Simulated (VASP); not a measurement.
# TiMnClO4 (P4/nmm) in VASP: single point with LDA

Aim: the single point of TiMnClO4 with LDA.

Program: VASP 6.6.1. These are calculated values, not measurements. Logs are shortened: lines on timing, memory, paths and dates and some standing lists are left out, and cuts for length are marked.

**1. The cell of the first run**

The structure is tetragonal, space group P4/nmm (No. 129). The conventional cell has a = 6.634 Å, b = 6.634 Å, c = 5.050 Å, α = 90.00°, β = 90.00°, γ = 90.00°. Ti (site symmetry -4m2) has 4 O at 1.75 Å within 2.3 Å. O (site symmetry m) has 1 Ti at 1.75 Å and 1 Mn at 1.95 Å within 2.3 Å. Within 2.9 Å of Cl (site symmetry 4mm) lie 2 Mn at 2.22 to 2.83 Å. Within 2.6 Å of Mn (site symmetry 4mm) lie 4 O at 1.95 Å and 1 Cl at 2.22 Å.

**2. Single point, LDA**

INCAR reads:

```
ALGO = Fast
EDIFF = 1E-6
ENCUT = 520
GGA = CA
ISIF = 2
ISMEAR = -1
LASPH = True
LCHARG = False
LREAL = False
LWAVE = False
NBANDS = 69
NELM = 100
PREC = Accurate
SIGMA = 0.1
```

KPOINTS reads:

```
k-points
0
Gamma
  5 5 7
```

POSCAR reads:

```
TiMnClO4
1.0
    6.6342306000      0.0000000000      0.0000000000
    0.0000000000      6.6342306000      0.0000000000
    0.0000000000      0.0000000000      5.0501295200
Ti O Cl Mn
2 8 2 2
Direct
    0.7500000000      0.2500000000      0.0000000000
    0.2500000000      0.7500000000      0.0000000000
    0.2500000000      0.9608000000      0.2067000000
    0.5392000000      0.2500000000      0.2067000000
    0.2500000000      0.5392000000      0.2067000000
    0.9608000000      0.2500000000      0.2067000000
    0.7500000000      0.0392000000      0.7933000000
    0.0392000000      0.7500000000      0.7933000000
    0.7500000000      0.4608000000      0.7933000000
    0.4608000000      0.7500000000      0.7933000000
    0.2500000000      0.2500000000      0.7091000000
    0.7500000000      0.7500000000      0.2909000000
    0.2500000000      0.2500000000      0.2704000000
    0.7500000000      0.7500000000      0.7296000000
```

Potentials or basis: VASP PAW LDA potentials, release 64 (Ti_sv, O, Cl, Mn_pv).

The run is started by

```
> cat potpaw_LDA.64/Ti_sv/POTCAR potpaw_LDA.64/O/POTCAR potpaw_LDA.64/Cl/POTCAR potpaw_LDA.64/Mn_pv/POTCAR > POTCAR
> mpirun -np 1 vasp_std > vasp.out
```

OUTCAR:

```text
EDIFF = 1E-6
   ENCUT = 520
   GGA = CA
   ISIF = 2
   ISMEAR = -1
   LASPH = True
   LREAL = False
   NELM = 100
   PREC = Accurate

 ion  position               nearest neighbor table
   1  0.750  0.250  0.000-   4 1.75   6 1.75   7 1.75   9 1.75
   2  0.250  0.750  0.000-   3 1.75   5 1.75   8 1.75  10 1.75
   3  0.250  0.961  0.207-   2 1.75  13 1.95
   4  0.539  0.250  0.207-   1 1.75  13 1.95
   5  0.250  0.539  0.207-   2 1.75  13 1.95
   6  0.961  0.250  0.207-   1 1.75  13 1.95
   7  0.750  0.039  0.793-   1 1.75  14 1.95
   8  0.039  0.750  0.793-   2 1.75  14 1.95
   9  0.750  0.461  0.793-   1 1.75  14 1.95
  10  0.461  0.750  0.793-   2 1.75  14 1.95
  11  0.250  0.250  0.709-  13 2.22  13 2.83
  12  0.750  0.750  0.291-  14 2.22  14 2.83
  13  0.250  0.250  0.270-   3 1.95   4 1.95   5 1.95   6 1.95  11 2.22  11 2.83
  14  0.750  0.750  0.730-   7 1.95   8 1.95   9 1.95  10 1.95  12 2.22  12 2.83

  LATTYP: Found a simple tetragonal cell.
 ALAT       =     6.6342306000
 C/A-ratio  =     0.7612230904

  Lattice vectors:

 A1 = (   6.6342306000,   0.0000000000,   0.0000000000)
 A2 = (   0.0000000000,   6.6342306000,   0.0000000000)
 A3 = (   0.0000000000,   0.0000000000,   5.0501295200)

Analysis of symmetry for initial positions (statically):
=====================================================================
 Subroutine PRICEL returns:
 Original cell was already a primitive cell.

 Routine SETGRP: Setting up the symmetry group for a
 simple tetragonal supercell.

 Subroutine GETGRP returns: Found 16 space group operations
 (whereof  4 operations were pure point group operations)
 out of a pool of 16 trial point group operations.

The static configuration has the point symmetry C_2h.
 The point group associated with its full space group is D_4h.

Analysis of symmetry for dynamics (positions and initial velocities):
=====================================================================
 Subroutine PRICEL returns:
 Original cell was already a primitive cell.

 Routine SETGRP: Setting up the symmetry group for a
 simple tetragonal supercell.

 Subroutine GETGRP returns: Found 16 space group operations
 (whereof  4 operations were pure point group operations)
 out of a pool of 16 trial point group operations.

The dynamic configuration has the point symmetry C_2h.
 The point group associated with its full space group is D_4h.

 Subroutine INISYM returns: Found 16 space group operations
 (whereof  4 operations are pure point group operations),
 and found     1 'primitive' translations

----------------------------------------------------------------------------------------

                                     Primitive cell

  volume of cell :     222.2714

  direct lattice vectors                    reciprocal lattice vectors
     6.634230600  0.000000000  0.000000000     0.150733380  0.000000000  0.000000000
     0.000000000  6.634230600  0.000000000     0.000000000  0.150733380  0.000000000
     0.000000000  0.000000000  5.050129520     0.000000000  0.000000000  0.198014723

  length of vectors
     6.634230600  6.634230600  5.050129520     0.150733380  0.150733380  0.198014723

  position of ions in fractional coordinates (direct lattice)
     0.750000000  0.250000000  0.000000000
     0.250000000  0.750000000  0.000000000
     0.250000000  0.960800000  0.206700000
     0.539200000  0.250000000  0.206700000
     0.250000000  0.539200000  0.206700000
     0.960800000  0.250000000  0.206700000
     0.750000000  0.039200000  0.793300000
     0.039200000  0.750000000  0.793300000
     0.750000000  0.460800000  0.793300000
     0.460800000  0.750000000  0.793300000
     0.250000000  0.250000000  0.709100000
     0.750000000  0.750000000  0.290900000
     0.250000000  0.250000000  0.270400000
     0.750000000  0.750000000  0.729600000

  ion indices of the primitive-cell ions
   primitive index   ion index
                 1           1
                 2           2
                 3           3
                 4           4
                 5           5
                 6           6
                 7           7
                 8           8
                 9           9
                10          10
                11          11
                12          12
                13          13
                14          14

----------------------------------------------------------------------------------------

 KPOINTS: k-points

Automatic generation of k-mesh.
 Grid dimensions read from file:
 generate k-points for:    5    5    7

 Generating k-lattice:

  Cartesian coordinates                     Fractional coordinates (reciprocal lattice)
     0.030146676  0.000000000  0.000000000     0.200000000  0.000000000  0.000000000
     0.000000000  0.030146676  0.000000000     0.000000000  0.200000000  0.000000000
     0.000000000  0.000000000  0.028287818     0.000000000  0.000000000  0.142857143

  Length of vectors
     0.030146676  0.030146676  0.028287818

  Shift w.r.t. Gamma in fractional coordinates (k-lattice)
     0.000000000  0.000000000  0.000000000

 Subroutine IBZKPT returns following result:
 ===========================================

 Found     24 irreducible k-points:

 Following reciprocal coordinates:
            Coordinates               Weight
  0.000000  0.000000  0.000000      1.000000
  0.200000  0.000000  0.000000      4.000000
  0.400000  0.000000  0.000000      4.000000
  0.200000  0.200000  0.000000      4.000000
  0.400000  0.200000  0.000000      8.000000
  0.400000  0.400000  0.000000      4.000000
[... 16 lines left out ...]
  0.400000  0.200000  0.428571     16.000000
  0.400000  0.400000  0.428571      8.000000
   k-points           NKPTS =     24   k-points in BZ     NKDIM =     24   number of bands    NBANDS=     69
   number of dos      NEDOS =    301   number of ions     NIONS =     14
   total plane-waves  NPLWV = 100000
   dimension x,y,z NGX =    50 NGY =   50 NGZ =   40
   dimension x,y,z NGXF=   100 NGYF=  100 NGZF=   80
   ions per type =               2   8   2   2
   NGX,Y,Z   is equivalent  to a cutoff of  12.53, 12.53, 13.17 a.u.
   NGXF,Y,Z  is equivalent  to a cutoff of  25.06, 25.06, 26.34 a.u.
 SYSTEM =  unknown system
   PREC   = accura    normal or accurate (medium, high low for compatibility)
   ISTART =      0    job   : 0-new  1-cont  2-samecut
   ICHARG =      2    charge: 1-file 2-atom 10-const
   ISPIN  =      1    spin polarized calculation?
   LNONCOLLINEAR =      F non collinear calculations
   LSORBIT =      F    spin-orbit coupling
   LASPH  =      T    aspherical Exc in radial PAW
   ENCUT  =  520.0 eV  38.22 Ry    6.18 a.u.  12.34 12.34  9.39*2*pi/ulx,y,z
   NELM   =    100;   NELMIN=  2; NELMDL= -5     # of ELM steps
   EDIFF  = 0.1E-05   stopping-criterion for ELM
   LREAL  =      F    real-space projection
   EDIFFG = 0.1E-04   stopping-criterion for IOM
   NSW    =      0    number of steps for IOM
   IBRION =     -1    ionic relax: 0-MD 1-quasi-New 2-CG
   NFREE  =      0    steps in history (QN), initial steepest desc. (CG)
   ISIF   =      2    stress and relaxation
   ISYM   =      2    0-nonsym 1-usesym 2-fastsym
   POTIM  = 0.5000    time-step for ionic-motion
   TEBEG  =    0.0;   TEEND  =   0.0 temperature during run
   PSTRESS=    0.0 pullay stress
   NELECT =     112.0000    total number of electrons
   NUPDOWN=      -1.0000    fix difference up-down
   EMIN   =  10.00;   EMAX   =-10.00  energy-range for DOS
   EFERMI =   0.00;   METHOD = LEGACY
   ISMEAR =    -1;   SIGMA  =   0.10  broadening in eV -4-tet -1-fermi 0-gaus
   EFERMI_NEDOS =   21; number of points for ismear=-14 and -15
   IALGO  =     68    algorithm
   IMIX   =      4    mixing-type and parameters
     AMIX     =   0.40;   BMIX     =  1.00
     AMIX_MAG =   1.60;   BMIX_MAG =  1.00
  volume/ion in A,a.u.               =      15.88       107.14
  Fermi-wavevector in a.u.,A,eV,Ry     =   1.302726  2.461794 23.090367  1.697094
  Thomas-Fermi vector in A             =   2.433775
   LORBIT       =      0    0 simple, 1 ext, 2 COOP (PROOUT), +10 PAW based schemes
   GGA     = CA    functional components
   LHFCALC =     F    Hartree Fock is set to
   AEXX    =    0.0000 exact exchange contribution
   IVDW    =     0    specifies the selected vdW correction
   LEPSILON=     F    determine dielectric tensor
   LRPA    =     F    only Hartree local field effects (RPA)
 non-spin polarized calculation
 RMM-DIIS sequential band-by-band and
  energy-cutoff  :      520.00
  volume of cell :      222.27
 maximum number of plane-waves:      6043
 NGX is ok and might be reduce to    50
   NGX = 25   NGY = 25   NGZ = 19

 number of electron     111.9999969 magnetization

 Free energy of the ion-electron system (eV)
  ---------------------------------------------------
  ext. energy  EPLUGINS =         0.00000000
  ---------------------------------------------------
  free energy    TOTEN  =      -107.79082465 eV

  energy without entropy =     -107.29771018  energy(sigma->0) =     -107.54426741

 E-fermi :   0.5665     XC(G=0):  -9.7785

 val. band max:        0.5649403396   @ k =   0.4000   0.0000   0.4286
 cond. band min:       0.5688977706   @ k =   0.4000   0.2000   0.2857
 fundamental gap:      0.0039574310
 Fermi energy:         0.5664531612

 k-point     1 :       0.0000    0.0000    0.0000
  band No.  band energies     occupation
      1     -54.1696      2.00000
      2     -54.1695      2.00000
      3     -48.1156      2.00000
      4     -48.1156      2.00000
      5     -48.1156      2.00000
      6     -48.1156      2.00000
[... 60 lines left out ...]
     67       5.6617      0.00000
     68       5.8116      0.00000

 k-point     2 :       0.2000    0.0000    0.0000
  band No.  band energies     occupation
      1     -54.1696      2.00000
      2     -54.1695      2.00000
      3     -48.1156      2.00000
      4     -48.1156      2.00000
      5     -48.1156      2.00000
      6     -48.1156      2.00000
[... 60 lines left out ...]
     67       5.6217      0.00000
     68       5.6954      0.00000

 k-point     3 :       0.4000    0.0000    0.0000
  band No.  band energies     occupation
      1     -54.1695      2.00000
      2     -54.1695      2.00000
      3     -48.1156      2.00000
      4     -48.1156      2.00000
      5     -48.1156      2.00000
      6     -48.1156      2.00000
[... 1480 lines left out ...]
     67       5.5653      0.00000
     68       5.6651      0.00000

 k-point    24 :       0.4000    0.4000    0.4286
  band No.  band energies     occupation
      1     -54.1695      2.00000
      2     -54.1695      2.00000
      3     -48.1156      2.00000
      4     -48.1156      2.00000
      5     -48.1156      2.00000
      6     -48.1156      2.00000
[... 60 lines left out ...]
     67       5.6325      0.00000
     68       5.6860      0.00000
 [bands above 68 left out]

------------------------ aborting loop because EDIFF is reached ----------------------------------------

  FORCE on cell =-STRESS in cart. coord.  units (eV):
  Direction    XX          YY          ZZ          XY          YZ          ZX
  --------------------------------------------------------------------------------------
  -------------------------------------------------------------------------------------
  Total      -18.0987441    -18.0987441     -1.8321046      0.0000000     -0.0000000      0.0000000
  in kB     -130.4594003   -130.4594003    -13.2061800      0.0000000     -0.0000000      0.0000000
  external PRESSURE =     -91.3749936 kB  Pullay stress =       0.0000000 kB

 VOLUME and BASIS-vectors are now :
 -----------------------------------------------------------------------------
  energy-cutoff  :      520.00
  volume of cell :      222.27
      direct lattice vectors                 reciprocal lattice vectors
     6.634230600  0.000000000  0.000000000     0.150733380  0.000000000  0.000000000
     0.000000000  6.634230600  0.000000000     0.000000000  0.150733380  0.000000000
     0.000000000  0.000000000  5.050129520     0.000000000  0.000000000  0.198014723

 POSITION                                       TOTAL-FORCE (eV/Angst)
 -----------------------------------------------------------------------------------
      4.97567      1.65856      0.00000        -0.000000     -0.000000      0.000000
      1.65856      4.97567      0.00000         0.000000     -0.000000      0.000000
      1.65856      6.37417      1.04386        -0.000000      4.479110      1.505881
      3.57718      1.65856      1.04386        -4.479110     -0.000000      1.505881
      1.65856      3.57718      1.04386         0.000000     -4.479110      1.505881
      6.37417      1.65856      1.04386         4.479110     -0.000000      1.505881
      4.97567      0.26006      4.00627         0.000000     -4.479110     -1.505881
      0.26006      4.97567      4.00627        -4.479110      0.000000     -1.505881
      4.97567      3.05705      4.00627        -0.000000      4.479110     -1.505881
      3.05705      4.97567      4.00627         4.479110      0.000000     -1.505881
      1.65856      1.65856      3.58105         0.000000     -0.000000     -1.436456
      4.97567      4.97567      1.46908        -0.000000     -0.000000      1.436456
      1.65856      1.65856      1.36556        -0.000000     -0.000000     -0.601177
      4.97567      4.97567      3.68457         0.000000     -0.000000      0.601177
 -----------------------------------------------------------------------------------
    total drift:                                0.000000     -0.000000     -0.000000

  FREE ENERGIE OF THE ION-ELECTRON SYSTEM (eV)
  ---------------------------------------------------
  free  energy   TOTEN  =      -107.7908246457 eV

  energy  without entropy=     -107.2977101773  energy(sigma->0) =     -107.54426741
```

It took 11 min on 1 thread of Intel Xeon Platinum 8488C (Sapphire Rapids), shared host; peak memory 0.44 GiB.

Results:

```
Free energy            : -107.7908 eV
Pressure               : -9.1 GPa
Largest force          : 4.725 eV/Å
Band gap on the k mesh : zero (bands 56 and 57 overlap by 0.47 eV)
```

Forces on the atoms (eV/Å):
```
Ti   0.000  0.000  0.000
Ti   0.000  0.000  0.000
O    0.000  4.479  1.506
O   -4.479  0.000  1.506
O    0.000 -4.479  1.506
O    4.479  0.000  1.506
O    0.000 -4.479 -1.506
O   -4.479  0.000 -1.506
O    0.000  4.479 -1.506
O    4.479  0.000 -1.506
Cl   0.000  0.000 -1.436
Cl   0.000  0.000  1.436
Mn   0.000  0.000 -0.601
Mn   0.000  0.000  0.601
```

Caveat: the cell stands under tension; the run has no spin polarisation, though such a crystal can be magnetic; semilocal functionals often make such compounds metallic where correlation or magnetic order opens a gap, which also shifts bond lengths; forces of over 1 eV/Å act on the atoms, so gaps and moduli don't describe the material at rest. With open d or f shells a metallic result of LDA can be an artefact of self-interaction; +U or a hybrid may open a gap.
